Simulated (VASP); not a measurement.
Crystal: CdSiP2.

```
Cd Si P
1.0
    -2.84686    2.84686    5.24206
     2.84686   -2.84686    5.24206
     2.84686    2.84686   -5.24206
Cd Si P
2 2 4
Direct
  0.75000 0.25000 0.50000
  0.00000 0.00000 0.00000
  0.50000 0.50000 0.00000
  0.25000 0.75000 0.50000
  0.87500 0.82884 0.45384
  0.17116 0.62500 0.04616
  0.37500 0.42116 0.54616
  0.57884 0.12500 0.95384
```

Base run:

- Program: VASP 6.6.1
- Functional: r2SCAN
- Potentials or basis: VASP PAW PBE potentials, release 64 (Cd, Si, P)
- Cutoff: 550 eV
- k mesh: 6 × 6 × 6
- Occupations: gaussian, width 0.01 eV
- Spin: no spin polarisation

Its results: band gap on the k mesh 1.61 eV; pressure -0.1 GPa; largest force 0.057 eV/Å.

**Question.** The run is repeated on the same cell with these changes: functional from r2SCAN to PBE; cutoff from 550 eV to 500 eV; occupations from gaussian, width 0.01 eV to fermi-dirac, width 0.02 eV. What comes out?

**Answer.** Band gap on the k mesh 1.37 eV; pressure 1.7 GPa; largest force 0.020 eV/Å.

Caveats: the PAW data sets were made with another functional, which shifts forces and pressure a little (at least some runs).

A k mesh can miss the band edges.
